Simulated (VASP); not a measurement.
The system is CdS.

```xyz
2
Lattice="0.0000 2.9165 2.9165 2.9165 0.0000 2.9165 2.9165 2.9165 0.0000" Properties=species:S:1:pos:R:3 pbc="T T T"
Cd    0.0000    0.0000    0.0000
S     4.3748    4.3748    4.3748
```

Base run:

```yaml
Program: VASP 6.6.1
Functional: BHLYP
Potentials_or_basis: VASP PAW PBE potentials, release 64 (Cd, S)
Cutoff: 520 eV
k_mesh: 5 × 5 × 5
Occupations: fermi-dirac, width 0.05 eV
Spin: no spin polarisation
```

Its results: band gap on the k mesh 4.64 eV; pressure 3.7 GPa.

Problem. The run is repeated on the same cell with these changes: functional from BHLYP to PBE-based screened hybrid with 50 % exact exchange; k mesh from 5 × 5 × 5 to 4 × 4 × 4. What comes out?

Solution. Band gap on the k mesh 3.35 eV; pressure 1.2 GPa.

Several settings changed at once.

Caveats: some runs use coarse meshes; the PAW data sets were made with another functional, which shifts forces and pressure a little; the cell stands under pressure (at least some runs).

